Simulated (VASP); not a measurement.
Set up this calculation in VASP 6.6.1, as the native input.

| Quantity | Value |
| --- | --- |
| Task | single point |
| Functional | r2SCAN |
| Potentials or basis | VASP PAW PBE potentials, release 64 (Mg, B) |
| Cutoff | 520 eV |
| k mesh | 12 × 12 × 10 |
| Occupations | gaussian, width 0.05 eV |
| Spin | no spin polarisation |
| Dipole correction | no |
| Further INCAR settings | ALGO = Normal; EDIFF = 1e-07; NBANDS = 11 |

MgB2:

```
CELL_PARAMETERS angstrom
3.07215 0.00000 0.00000
-1.53607 2.66056 0.00000
0.00000 0.00000 3.49936
ATOMIC_POSITIONS crystal
Mg 0.00000 0.00000 0.00000
B 0.33333 0.66667 0.50000
B 0.66667 0.33333 0.50000
```

These files were run (other wordings do the same):

POSCAR

```
MgB2
1.0
    3.0721480083      0.0000000000      0.0000000000
   -1.5360740041      2.6605582194      0.0000000000
    0.0000000000      0.0000000000      3.4993583942
Mg B
1 2
Direct
    0.0000000000      0.0000000000      0.0000000000
    0.3333333333      0.6666666667      0.5000000000
    0.6666666667      0.3333333333      0.5000000000
```

INCAR.step1

```
SYSTEM = MgB2
PREC     = Accurate       ! precision mode
ENCUT    = 520            ! plane-wave cutoff, eV
ISMEAR   = 0              ! smearing method
SIGMA    = 0.05           ! smearing width, eV
LREAL    = .FALSE.        ! projectors in reciprocal space
LASPH    = .TRUE.         ! aspherical terms in the spheres
NELM     = 100            ! most SCF steps
NBANDS   = 11             ! bands
GGA      = PE             ! functional
ALGO     = Normal         ! electronic algorithm
EDIFF    = 1E-4           ! SCF threshold, eV
LWAVE    = .TRUE.         ! write WAVECAR
LCHARG   = .FALSE.        ! write CHGCAR
```

INCAR.step2

```
SYSTEM = MgB2
PREC     = Accurate       ! precision mode
ENCUT    = 520            ! plane-wave cutoff, eV
EDIFF    = 1E-7           ! SCF threshold, eV
ISMEAR   = 0              ! smearing method
SIGMA    = 0.05           ! smearing width, eV
LREAL    = .FALSE.        ! projectors in reciprocal space
LASPH    = .TRUE.         ! aspherical terms in the spheres
NELM     = 100            ! most SCF steps
ALGO     = Normal         ! electronic algorithm
ISIF     = 2              ! what is computed and relaxed
LWAVE    = .FALSE.        ! write WAVECAR
LCHARG   = .FALSE.        ! write CHGCAR
METAGGA  = R2SCAN         ! meta-GGA
LMIXTAU  = .TRUE.       
NBANDS   = 11             ! bands
ISTART   = 1
```

KPOINTS

```
Automatic mesh
0
G
  12 12 10
  0 0 0
```

Potentials or basis: VASP PAW PBE potentials, release 64 (Mg, B).

The run is started by

```console
$ cat potpaw_PBE.64/Mg/POTCAR potpaw_PBE.64/B/POTCAR > POTCAR
$ cp INCAR.step1 INCAR
$ mpirun -np 1 vasp_std > vasp.out
$ cp INCAR.step2 INCAR
$ mpirun -np 1 vasp_std > vasp.out
```

It gave:

| Quantity | Value |
| --- | --- |
| Pressure | -0.5 GPa |
| Band gap on the k mesh | zero (band 4 reaches 7.30 eV, above the bottom of band 5 at 3.25 eV) |

Caveat: the PAW data sets were made with another functional, which shifts forces and pressure a little.

Run time: 83 s on 1 thread of Intel Xeon 6975P-C, on a shared host, peak memory 0.18 GiB.
